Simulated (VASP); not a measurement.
A run of VASP 6.6.1 is set up as follows.

File INCAR:

```
SYSTEM = Sb
  PREC = Accurate
  ENCUT = 520
  EDIFF = 1E-6
  ISMEAR = -1
  SIGMA = 0.05
  LREAL = .False.
  LASPH = .True.
  NELM = 60
  ALGO = Normal
  ISIF = 2
  LWAVE = .False.
  LCHARG = .False.
  GGA = PE
  NBANDS = 8
```

File KPOINTS:

```
regular mesh
0
Gamma
  12 12 12
  0 0 0
```

Contents of POSCAR:

```
Sb
1.0
   -1.5443568632      1.5443568632      2.6565772150
    1.5443568632     -1.5443568632      2.6565772150
    1.5443568632      1.5443568632     -2.6565772150
Sb
1
Direct
    0.0000000000      0.0000000000      0.0000000000
```

Potentials or basis: VASP PAW PBE potentials, release 64 (Sb).

Launch:

```console
$ cat potpaw_PBE.64/Sb/POTCAR > POTCAR
$ mpirun -np 1 vasp_std > vasp.out
```

Q: Predict the pressure.

A: 6.5 GPa.

Stress tensor (GPa, compression positive):
```
7.08 0.00 0.00
0.00 7.08 0.00
0.00 0.00 5.19
```
